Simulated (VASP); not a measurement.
Here is a VASP 6.6.1 calculation.

INCAR

```
SYSTEM = C
  ALGO = Normal
  EDIFF = 1E-6
  ENCUT = 520
  GGA = CA
  ISIF = 2
  ISMEAR = 0
  LASPH = .True.
  LCHARG = .False.
  LREAL = .False.
  LWAVE = .False.
  NBANDS = 26
  NELM = 80
  PREC = Accurate
  SIGMA = 0.05
```

Contents of KPOINTS:

```
k-points
0
Gamma
  12 12 4
  0 0 0
```

Contents of POSCAR:

```
C
1.0
    2.4896249417      0.0000000000      0.0000000000
   -1.2448124708      2.1560784454      0.0000000000
    0.0000000000      0.0000000000      8.2142660865
C
8
Direct
    0.0000000000      0.0000000000      0.0900147857
    0.0000000000      0.0000000000      0.5900147857
    0.0000000000      0.0000000000      0.4099852143
    0.0000000000      0.0000000000      0.9099852143
    0.3333333333      0.6666666667      0.1578160184
    0.6666666667      0.3333333333      0.6578160184
    0.3333333333      0.6666666667      0.3421839816
    0.6666666667      0.3333333333      0.8421839816
```

Potentials or basis: VASP PAW LDA potentials, release 64 (C).

Run with:

```bash
$ cat potpaw_LDA.64/C/POTCAR > POTCAR
$ mpirun -np 1 vasp_std > vasp.out
```

Estimate the pressure.

2.1 GPa.

Predict the band gap on the k mesh.

4.19 eV, indirect (least direct gap 4.62 eV).

Forces on the atoms (eV/Å):
```
C    0.000  0.000  1.995
C    0.000  0.000  1.995
C    0.000  0.000 -1.995
C    0.000  0.000 -1.995
C    0.000  0.000 -1.517
C    0.000  0.000 -1.517
C    0.000  0.000  1.517
C    0.000  0.000  1.517
```

Caveat: the cell differs from its parent crystal (mode 21 frozen in at -0.024 Å, strain +e along z and -e/2 along x and y +0.0000); forces of over 1 eV/Å act on the atoms, so gaps and moduli don't describe the material at rest. A k mesh can miss the band edges.
